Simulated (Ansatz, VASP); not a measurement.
# Two plane-wave programs on Ga4SeS

```
Ga Se S
1.0
     0.00000    3.39252    3.39252
     3.39252    0.00000    3.39252
     3.39252    3.39252    0.00000
Ga Se S
4 1 1
Cartesian
  0.9573 0.9573 0.9573
  2.4352 2.4352 0.9573
  2.4352 0.9573 2.4352
  0.9573 2.4352 2.4352
  5.0888 5.0888 5.0888
  1.6963 1.6963 1.6963
```

Alike in both runs: task single point; functional PBE; k mesh 4 × 4 × 4; occupations gaussian, width 0.1 eV; no spin polarisation.

|  | VASP | Ansatz |
| --- | --- | --- |
| version | VASP 6.6.1 | Ansatz 0.2.0 |
| potentials or method | VASP PAW PBE potentials, release 64 (Ga_d, Se, S), cutoff 520 eV | scalar-relativistic, plane waves, PAW |
| valence electrons in the cell | 64 | 74 |

```tsv
	VASP	Ansatz	Ansatz less VASP
gap on the k mesh at the Fermi level (eV)	none	none	-
rms of the force components (eV/Å)	60.374	51.559	-8.8149
```

Atom by atom the forces differ by 8.815 eV/Å (rms over components). A gap of «none» marks a metal or a gap that the smearing closes. The functional is the same, so the differences come from potentials, cutoffs and numerics. VASP's potentials hold 64 valence electrons a cell and Ansatz's 74, so a difference there can come from the potentials and not from the codes.

The k mesh is coarse, so the values compare programs but aren't converged.
